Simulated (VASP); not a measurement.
# B2Pt2Cl (P4mm) in VASP: further runs

Runs on B2Pt2Cl. Level: PBE. Tasks: single point.

Everything below comes from runs of VASP 6.6.1. Logs are shortened: lines on timing, memory, paths and dates and some standing lists are left out, and cuts for length are marked.

**1. The cell of the first run**

The structure is tetragonal, space group P4mm (No. 99). The conventional cell has a = 3.302 Å, b = 3.302 Å, c = 7.570 Å, α = 90.00°, β = 90.00°, γ = 90.00°. Within 2.4 Å of B (site symmetry 2mm) lie 1 Pt at 1.81 Å and 4 B at 2.33 Å. Within 2.4 Å of Pt (site symmetry 2mm) lie 2 Cl at 1.71 Å and 1 B at 1.81 Å and 4 Pt at 2.33 Å. Cl (site symmetry 4mm) has 4 Pt at 1.71 Å within 2.3 Å.

The cell was built from a structure type or drawn by symmetry, and may not be a known phase.

**2. Single point, PBE**

The input, INCAR:

```
PREC = Accurate ; ENCUT = 520
EDIFF = 1E-6 ; ISMEAR = 0
SIGMA = 0.1 ; LREAL = F
LASPH = T ; NELM = 100
ALGO = Normal ; ISIF = 2
LWAVE = F ; LCHARG = F
GGA = PE ; NBANDS = 24
```

The input, KPOINTS:

```
regular mesh
0
Gamma
  6 6 2
```

The input, POSCAR:

```
B2Pt2Cl
1.0
    3.3020419600      0.0000000000      0.0000000000
    0.0000000000      3.3020419600      0.0000000000
    0.0000000000      0.0000000000      7.5697714400
B Pt Cl
2 2 1
Direct
    0.5000000000      0.0000000000      0.3790750500
    0.0000000000      0.5000000000      0.3790750500
    0.5000000000      0.0000000000      0.6185500900
    0.0000000000      0.5000000000      0.6185500900
    0.0000000000      0.0000000000      0.6781538000
```

Potentials or basis: VASP PAW PBE potentials, release 64 (B, Pt, Cl).

The run is started by

```console
> cat potpaw_PBE.64/B/POTCAR potpaw_PBE.64/Pt/POTCAR potpaw_PBE.64/Cl/POTCAR > POTCAR
> mpirun -np 1 vasp_std > vasp.out
```

OUTCAR:

```text
PREC = Accurate
   ENCUT = 520
   EDIFF = 1E-6
   ISMEAR = 0
   LREAL = F
   LASPH = T
   NELM = 100
   ISIF = 2
   GGA = PE

 ion  position               nearest neighbor table
   1  0.500  0.000  0.379-   3 1.81
   2  0.000  0.500  0.379-   4 1.81
   3  0.500  0.000  0.619-   5 1.71   5 1.71   1 1.81   4 2.33   4 2.33   4 2.33   4 2.33
   4  0.000  0.500  0.619-   5 1.71   5 1.71   2 1.81   3 2.33   3 2.33   3 2.33   3 2.33
   5  0.000  0.000  0.678-   3 1.71   4 1.71   4 1.71   3 1.71

  LATTYP: Found a simple tetragonal cell.
 ALAT       =     3.3020419600
 C/A-ratio  =     2.2924516198

  Lattice vectors:

 A1 = (   3.3020419600,   0.0000000000,   0.0000000000)
 A2 = (   0.0000000000,   3.3020419600,   0.0000000000)
 A3 = (   0.0000000000,   0.0000000000,   7.5697714400)

Analysis of symmetry for initial positions (statically):
=====================================================================
 Subroutine PRICEL returns:
 Original cell was already a primitive cell.

 Routine SETGRP: Setting up the symmetry group for a
 simple tetragonal supercell.

 Subroutine GETGRP returns: Found  8 space group operations
 (whereof  8 operations were pure point group operations)
 out of a pool of 16 trial point group operations.

The static configuration has the point symmetry C_4v.

Analysis of symmetry for dynamics (positions and initial velocities):
=====================================================================
 Subroutine PRICEL returns:
 Original cell was already a primitive cell.

 Routine SETGRP: Setting up the symmetry group for a
 simple tetragonal supercell.

 Subroutine GETGRP returns: Found  8 space group operations
 (whereof  8 operations were pure point group operations)
 out of a pool of 16 trial point group operations.

The dynamic configuration has the point symmetry C_4v.

 Subroutine INISYM returns: Found  8 space group operations
 (whereof  8 operations are pure point group operations),
 and found     1 'primitive' translations

----------------------------------------------------------------------------------------

                                     Primitive cell

  volume of cell :      82.5369

  direct lattice vectors                    reciprocal lattice vectors
     3.302041960  0.000000000  0.000000000     0.302842911  0.000000000  0.000000000
     0.000000000  3.302041960  0.000000000     0.000000000  0.302842911  0.000000000
     0.000000000  0.000000000  7.569771440     0.000000000  0.000000000  0.132104385

  length of vectors
     3.302041960  3.302041960  7.569771440     0.302842911  0.302842911  0.132104385

  position of ions in fractional coordinates (direct lattice)
     0.500000000  0.000000000  0.379075050
     0.000000000  0.500000000  0.379075050
     0.500000000  0.000000000  0.618550090
     0.000000000  0.500000000  0.618550090
     0.000000000  0.000000000  0.678153800

  ion indices of the primitive-cell ions
   primitive index   ion index
                 1           1
                 2           2
                 3           3
                 4           4
                 5           5

----------------------------------------------------------------------------------------

 KPOINTS: regular mesh

Automatic generation of k-mesh.
 Grid dimensions read from file:
 generate k-points for:    6    6    2

 Generating k-lattice:

  Cartesian coordinates                     Fractional coordinates (reciprocal lattice)
     0.050473819  0.000000000  0.000000000     0.166666667  0.000000000  0.000000000
     0.000000000  0.050473819  0.000000000     0.000000000  0.166666667  0.000000000
     0.000000000  0.000000000  0.066052192     0.000000000  0.000000000  0.500000000

  Length of vectors
     0.050473819  0.050473819  0.066052192

  Shift w.r.t. Gamma in fractional coordinates (k-lattice)
     0.000000000  0.000000000  0.000000000

 Subroutine IBZKPT returns following result:
 ===========================================

 Found     20 irreducible k-points:

 Following reciprocal coordinates:
            Coordinates               Weight
  0.000000  0.000000  0.000000      1.000000
  0.166667  0.000000  0.000000      4.000000
  0.333333  0.000000  0.000000      4.000000
  0.500000  0.000000  0.000000      2.000000
  0.166667  0.166667  0.000000      4.000000
  0.333333  0.166667  0.000000      8.000000
[... 12 lines left out ...]
  0.500000  0.333333  0.500000      4.000000
  0.500000  0.500000  0.500000      1.000000
   k-points           NKPTS =     20   k-points in BZ     NKDIM =     20   number of bands    NBANDS=     24
   number of dos      NEDOS =    301   number of ions     NIONS =      5
   total plane-waves  NPLWV =  43904
   dimension x,y,z NGX =    28 NGY =   28 NGZ =   56
   dimension x,y,z NGXF=    56 NGYF=   56 NGZF=  112
   ions per type =               2   2   1
   NGX,Y,Z   is equivalent  to a cutoff of  14.10, 14.10, 12.30 a.u.
   NGXF,Y,Z  is equivalent  to a cutoff of  28.19, 28.19, 24.60 a.u.
 SYSTEM =  unknown system
   PREC   = accura    normal or accurate (medium, high low for compatibility)
   ISTART =      0    job   : 0-new  1-cont  2-samecut
   ICHARG =      2    charge: 1-file 2-atom 10-const
   ISPIN  =      1    spin polarized calculation?
   LNONCOLLINEAR =      F non collinear calculations
   LSORBIT =      F    spin-orbit coupling
   LASPH  =      T    aspherical Exc in radial PAW
   ENCUT  =  520.0 eV  38.22 Ry    6.18 a.u.   6.14  6.14 14.07*2*pi/ulx,y,z
   NELM   =    100;   NELMIN=  2; NELMDL= -5     # of ELM steps
   EDIFF  = 0.1E-05   stopping-criterion for ELM
   LREAL  =      F    real-space projection
   EDIFFG = 0.1E-04   stopping-criterion for IOM
   NSW    =      0    number of steps for IOM
   IBRION =     -1    ionic relax: 0-MD 1-quasi-New 2-CG
   NFREE  =      0    steps in history (QN), initial steepest desc. (CG)
   ISIF   =      2    stress and relaxation
   ISYM   =      2    0-nonsym 1-usesym 2-fastsym
   POTIM  = 0.5000    time-step for ionic-motion
   TEBEG  =    0.0;   TEEND  =   0.0 temperature during run
   PSTRESS=    0.0 pullay stress
   NELECT =      33.0000    total number of electrons
   NUPDOWN=      -1.0000    fix difference up-down
   EMIN   =  10.00;   EMAX   =-10.00  energy-range for DOS
   EFERMI =   0.00;   METHOD = LEGACY
   ISMEAR =     0;   SIGMA  =   0.10  broadening in eV -4-tet -1-fermi 0-gaus
   EFERMI_NEDOS =   21; number of points for ismear=-14 and -15
   IALGO  =     38    algorithm
   IMIX   =      4    mixing-type and parameters
     AMIX     =   0.40;   BMIX     =  1.00
     AMIX_MAG =   1.60;   BMIX_MAG =  1.00
  volume/ion in A,a.u.               =      16.51       111.40
  Fermi-wavevector in a.u.,A,eV,Ry     =   1.206045  2.279094 19.790279  1.454544
  Thomas-Fermi vector in A             =   2.341724
   LORBIT       =      0    0 simple, 1 ext, 2 COOP (PROOUT), +10 PAW based schemes
   GGA     = PE    functional components
   LHFCALC =     F    Hartree Fock is set to
   AEXX    =    0.0000 exact exchange contribution
   IVDW    =     0    specifies the selected vdW correction
   LEPSILON=     F    determine dielectric tensor
   LRPA    =     F    only Hartree local field effects (RPA)
 non-spin polarized calculation
 Gauss-broadening in eV      SIGMA  =   0.10
  energy-cutoff  :      520.00
  volume of cell :       82.54
 maximum number of plane-waves:      2264
 NGX is ok and might be reduce to    28
   NGX = 13   NGY = 13   NGZ = 29

 number of electron      33.0000002 magnetization

 Free energy of the ion-electron system (eV)
  ---------------------------------------------------
  ext. energy  EPLUGINS =         0.00000000
  ---------------------------------------------------
  free energy    TOTEN  =        13.60297354 eV

  energy without entropy =       13.61874707  energy(sigma->0) =       13.61086030

 E-fermi :   7.1566     XC(G=0):  -9.2115

 val. band max:        7.1479605977   @ k =   0.3333   0.1667   0.0000
 cond. band min:       7.1864648415   @ k =   0.3333   0.1667   0.5000
 fundamental gap:      0.0385042438
 Fermi energy:         7.1566190299

 k-point     1 :       0.0000    0.0000    0.0000
  band No.  band energies     occupation
      1     -21.6608      2.00000
      2      -8.5759      2.00000
      3      -7.3474      2.00000
      4      -7.2852      2.00000
      5      -7.2852      2.00000
      6      -5.8860      2.00000
[... 16 lines left out ...]
     23      13.4537      0.00000
     24      14.8157      0.00000

 k-point     2 :       0.1667    0.0000    0.0000
  band No.  band energies     occupation
      1     -21.1027      2.00000
      2      -8.6916      2.00000
      3      -8.4227      2.00000
      4      -6.8881      2.00000
      5      -6.5004      2.00000
      6      -5.3487      2.00000
[... 16 lines left out ...]
     23      13.2837      0.00000
     24      13.8772      0.00000

 k-point     3 :       0.3333    0.0000    0.0000
  band No.  band energies     occupation
      1     -19.7007      2.00000
      2     -10.2278      2.00000
      3      -8.1476      2.00000
      4      -7.6174      2.00000
      5      -5.6719      2.00000
      6      -5.0411      2.00000
[... 16 lines left out ...]
     23      11.8851      0.00000
     24      13.2114      0.00000
[... 406 lines left out ...]
 k-point    19 :       0.5000    0.3333    0.5000
  band No.  band energies     occupation
      1     -16.8370      2.00000
      2     -12.5433      2.00000
      3     -11.7408      2.00000
      4      -7.6454      2.00000
      5      -4.0373      2.00000
      6      -3.3151      2.00000
[... 16 lines left out ...]
     23      13.7926      0.00000
     24      15.2601      0.00000

 k-point    20 :       0.5000    0.5000    0.5000
  band No.  band energies     occupation
      1     -15.6739      2.00000
      2     -12.8635      2.00000
      3     -12.8635      2.00000
      4      -8.3064      2.00000
      5      -4.1147      2.00000
      6      -2.9904      2.00000
[... 16 lines left out ...]
     23      14.8198      0.00000
     24      15.6011      0.00000

------------------------ aborting loop because EDIFF is reached ----------------------------------------

  FORCE on cell =-STRESS in cart. coord.  units (eV):
  Direction    XX          YY          ZZ          XY          YZ          ZX
  --------------------------------------------------------------------------------------
  -------------------------------------------------------------------------------------
  Total      138.5485823    138.5485823     48.8485465      0.0000000      0.0000000      0.0000000
  in kB     2689.4577520   2689.4577520    948.2312983      0.0000000      0.0000000      0.0000000
  external PRESSURE =    2109.0489341 kB  Pullay stress =       0.0000000 kB

 VOLUME and BASIS-vectors are now :
 -----------------------------------------------------------------------------
  energy-cutoff  :      520.00
  volume of cell :       82.54
      direct lattice vectors                 reciprocal lattice vectors
     3.302041960  0.000000000  0.000000000     0.302842911  0.000000000  0.000000000
     0.000000000  3.302041960  0.000000000     0.000000000  0.302842911  0.000000000
     0.000000000  0.000000000  7.569771440     0.000000000  0.000000000  0.132104385

 POSITION                                       TOTAL-FORCE (eV/Angst)
 -----------------------------------------------------------------------------------
      1.65102      0.00000      2.86951        -0.000000     -0.000000     -9.123961
      0.00000      1.65102      2.86951        -0.000000     -0.000000     -9.123961
      1.65102      0.00000      4.68228        -0.000000     -0.000000     -8.917114
      0.00000      1.65102      4.68228         0.000000      0.000000     -8.917114
      0.00000      0.00000      5.13347        -0.000000     -0.000000     36.082150
 -----------------------------------------------------------------------------------
    total drift:                               -0.000000      0.000000     -0.000085

  FREE ENERGIE OF THE ION-ELECTRON SYSTEM (eV)
  ---------------------------------------------------
  free  energy   TOTEN  =        13.6029735355 eV

  energy  without entropy=       13.6187470728  energy(sigma->0) =       13.61086030
```

Wall time 22 s (1 thread of Intel Xeon 6975P-C (Granite Rapids), shared host); peak memory 0.21 GiB.

Results:

```
Free energy            : 13.6030 eV
Pressure               : 210.9 GPa
Largest force          : 36.082 eV/Å
Band gap on the k mesh : zero (an odd number of electrons rules out a gap without spin polarisation)
```

Forces on the atoms (eV/Å):
```
B    0.000  0.000 -9.124
B    0.000  0.000 -9.124
Pt   0.000  0.000 -8.917
Pt   0.000  0.000 -8.917
Cl   0.000  0.000 36.082
```

Levels at points of the mesh, in eV from the Fermi level:
| k point | band 12 | band 13 | band 14 | band 15 | band 16 | band 17 | band 18 | band 19 | band 20 | band 21 |
| --- | --- | --- | --- | --- | --- | --- | --- | --- | --- | --- |
| (0.00, 0.00, 0.00) | -4.87 | -4.83 | -4.83 | -0.75 | -0.20 | 0.39 | 0.39 | 2.51 | 3.60 | 5.42 |
| (0.50, 0.00, 0.00) | -6.50 | -4.91 | -3.58 | -3.14 | -0.11 | 0.05 | 1.91 | 2.67 | 3.11 | 3.35 |
| (0.50, 0.50, 0.00) | -5.14 | -4.06 | -3.95 | -3.95 | -1.89 | -0.40 | -0.40 | -0.12 | 1.98 | 1.98 |
| (0.00, 0.00, 0.50) | -4.91 | -4.83 | -4.83 | -0.75 | 0.39 | 0.40 | 0.40 | 2.34 | 2.49 | 5.08 |
| (0.50, 0.00, 0.50) | -6.50 | -4.94 | -3.62 | -3.12 | -0.11 | 0.25 | 1.94 | 2.67 | 3.35 | 3.40 |
| (0.50, 0.50, 0.50) | -5.13 | -4.06 | -3.97 | -3.97 | -1.93 | -0.35 | -0.35 | -0.14 | 2.00 | 2.00 |

Caveat: the k points lie up to 0.42 Å⁻¹ apart, too coarse for converged energies and pressures of a metal; spin-orbit coupling is left out, which moves the levels of the heavy elements; an odd number of electrons without spin polarisation forces a metal; a magnetic or distorted state may lie lower.

**3. Single point, PBE**

This run uses another cell than the first one, of 20.64 Å³/atom.

The input, INCAR:

```
ALGO = Normal ; EDIFF = 1E-7
ENCUT = 520 ; GGA = PE
ISIF = 2 ; ISMEAR = 0
LASPH = T ; LCHARG = F
LREAL = F ; LWAVE = F
NBANDS = 24 ; NELM = 100
PREC = Accurate ; SIGMA = 0.1
```

The input, KPOINTS:

```
k-points
0
Gamma
  4 4 4
```

The input, POSCAR:

```
B2Pt2Cl
1.0
    3.7895125459      0.0000000000      0.0000000000
    0.0000000000      3.7895125459      0.0000000000
    0.0000000000      0.0000000000      7.1870316363
B Pt Cl
2 2 1
Direct
    0.5000000000      0.0000000000      0.3217836880
    0.0000000000      0.5000000000      0.3217836880
    0.5000000000      0.0000000000      0.5810733045
    0.0000000000      0.5000000000      0.5810733045
    0.0000000000      0.0000000000      0.8676900950
```

Potentials or basis: VASP PAW PBE potentials, release 64 (B, Pt, Cl).

The run is started by

```console
> cat potpaw_PBE.64/B/POTCAR potpaw_PBE.64/Pt/POTCAR potpaw_PBE.64/Cl/POTCAR > POTCAR
> mpirun -np 1 vasp_std > vasp.out
```

Wall time 23 s (1 thread of Intel Xeon 6975P-C (Granite Rapids), shared host); peak memory 0.21 GiB.

The run converged. Its results:

```
Free energy            : -22.0898 eV
Pressure               : -0.1 GPa
Largest force          : 0.099 eV/Å
Band gap on the k mesh : zero (an odd number of electrons rules out a gap without spin polarisation)
```

Forces on the atoms (eV/Å):
```
B    0.000  0.000 -0.091
B    0.000  0.000 -0.091
Pt   0.000  0.000  0.099
Pt   0.000  0.000  0.099
Cl   0.000  0.000 -0.017
```

Stress tensor (GPa, compression positive):
```
-0.29  0.00  0.00
 0.00 -0.29  0.00
 0.00  0.00  0.27
```

Levels at points of the mesh, in eV from the Fermi level:
```csv
k point,band 14,band 15,band 16,band 17,band 18,band 19,band 20,band 21
"(0.00, 0.00, 0.00)",-0.97,0.05,1.26,1.49,1.55,1.55,2.49,5.35
"(0.50, 0.00, 0.00)",-1.76,-1.36,-1.15,-0.56,0.52,3.36,3.49,4.21
"(0.50, 0.50, 0.00)",-1.35,-1.11,-0.76,-0.76,0.30,3.02,3.50,3.50
"(0.00, 0.00, 0.50)",-1.37,0.05,1.20,1.39,1.39,1.49,3.49,5.60
"(0.50, 0.00, 0.50)",-1.95,-1.11,-0.86,-0.31,-0.03,3.37,3.38,4.26
"(0.50, 0.50, 0.50)",-1.35,-1.05,-0.34,-0.34,0.92,2.86,3.43,3.43
```

Caveat: the k points lie up to 0.41 Å⁻¹ apart, too coarse for converged energies and pressures of a metal; spin-orbit coupling is left out, which moves the levels of the heavy elements; this functional lacks dispersion, which binds the layers, so the pressure and a relaxed spacing across them are unreliable; an odd number of electrons without spin polarisation forces a metal; a magnetic or distorted state may lie lower.

**4. Single point, PBE**

This run uses another cell than the first one, of 20.35 Å³/atom.

The input, INCAR:

```
SYSTEM = B2Pt2Cl
PREC = Accurate
ENCUT = 520
EDIFF = 1E-7
ISMEAR = 0
SIGMA = 0.1
LREAL = .FALSE.
LASPH = .TRUE.
NELM = 100
ALGO = Normal
ISIF = 2
LWAVE = .FALSE.
LCHARG = .FALSE.
GGA = PE
NBANDS = 24
```

The input, KPOINTS:

```
regular mesh
0
G
  6 6 2
  0 0 0
```

The input, POSCAR:

```
B2Pt2Cl
1.0
    3.7479178445      0.0000000000      0.0000000000
    0.0000000000      3.7479178445      0.0000000000
    0.0000000000      0.0000000000      7.2438503672
B Pt Cl
2 2 1
Direct
    0.5000000000      0.0000000000      0.3222316495
    0.0000000000      0.5000000000      0.3222316495
    0.5000000000      0.0000000000      0.5804064633
    0.0000000000      0.5000000000      0.5804064633
    0.0000000000      0.0000000000      0.8681278543
```

The run is started by

```console
> cat potpaw_PBE.64/B/POTCAR potpaw_PBE.64/Pt/POTCAR potpaw_PBE.64/Cl/POTCAR > POTCAR
> mpirun -np 1 vasp_std > vasp.out
```

Run time: 20 s. Hardware: 1 thread of Intel Xeon 6975P-C (Granite Rapids), shared host; peak memory 0.21 GiB.

Results (log left out):

```yaml
Free_energy: -22.1591 eV
Pressure: 0.2 GPa
Largest_force: 0.114 eV/Å
Band_gap_on_the_k_mesh: zero (an odd number of electrons rules out a gap without spin polarisation)
```

Forces in eV/Å, atoms in the order of the input:
```
B    0.000  0.000 -0.108
B    0.000  0.000 -0.108
Pt   0.000  0.000  0.114
Pt   0.000  0.000  0.114
Cl   0.000  0.000 -0.012
```

Stress tensor (GPa, compression positive):
```
0.07 0.00 0.00
0.00 0.07 0.00
0.00 0.00 0.53
```

Levels at points of the mesh, in eV from the Fermi level:
| k point | band 15 | band 16 | band 17 | band 18 | band 19 | band 20 |
| --- | --- | --- | --- | --- | --- | --- |
| (0.00, 0.00, 0.00) | 0.10 | 1.42 | 1.50 | 1.50 | 1.59 | 2.52 |
| (0.50, 0.00, 0.00) | -1.37 | -1.08 | -0.58 | 0.51 | 3.38 | 3.50 |
| (0.50, 0.50, 0.00) | -1.18 | -0.72 | -0.72 | 0.24 | 2.96 | 3.63 |
| (0.00, 0.00, 0.50) | 0.10 | 1.36 | 1.36 | 1.36 | 1.59 | 3.51 |
| (0.50, 0.00, 0.50) | -1.04 | -0.87 | -0.31 | -0.07 | 3.40 | 3.40 |
| (0.50, 0.50, 0.50) | -1.14 | -0.31 | -0.31 | 0.84 | 2.82 | 3.53 |

Caveat: the k points lie up to 0.43 Å⁻¹ apart, too coarse for converged energies and pressures of a metal; spin-orbit coupling is left out, which moves the levels of the heavy elements; this functional lacks dispersion, which binds the layers, so the pressure and a relaxed spacing across them are unreliable; an odd number of electrons without spin polarisation forces a metal; a magnetic or distorted state may lie lower.

**5. Overview**

```csv
cell,k mesh,gap on the mesh (eV),pressure (GPa),largest force (eV/Å)
"a = 3.302, b = 3.302, c = 7.570 Å, 5 atoms, atomic positions A",6 × 6 × 2,none,210.9,36.08
"a = 3.790, b = 3.790, c = 7.187 Å, 5 atoms, atomic positions B",4 × 4 × 4,none,-0.1,0.10
"a = 3.748, b = 3.748, c = 7.244 Å, 5 atoms, atomic positions B",6 × 6 × 2,none,0.2,0.11
```

Alike in all rows: task single point; level PBE; potentials or basis VASP PAW PBE potentials, release 64 (B, Pt, Cl); no spin polarisation; cutoff (eV) 520; smearing gaussian 0.1 eV.

Caveats: all runs use coarse meshes; spin-orbit coupling is left out, which moves the levels of the heavy elements; an odd number of electrons without spin polarisation forces a metal; a magnetic or distorted state may lie lower; this functional lacks dispersion, which binds the layers, so the pressure and a relaxed spacing across them are unreliable (at least some runs).

Absolute energies hang on the potentials; compare differences alone.
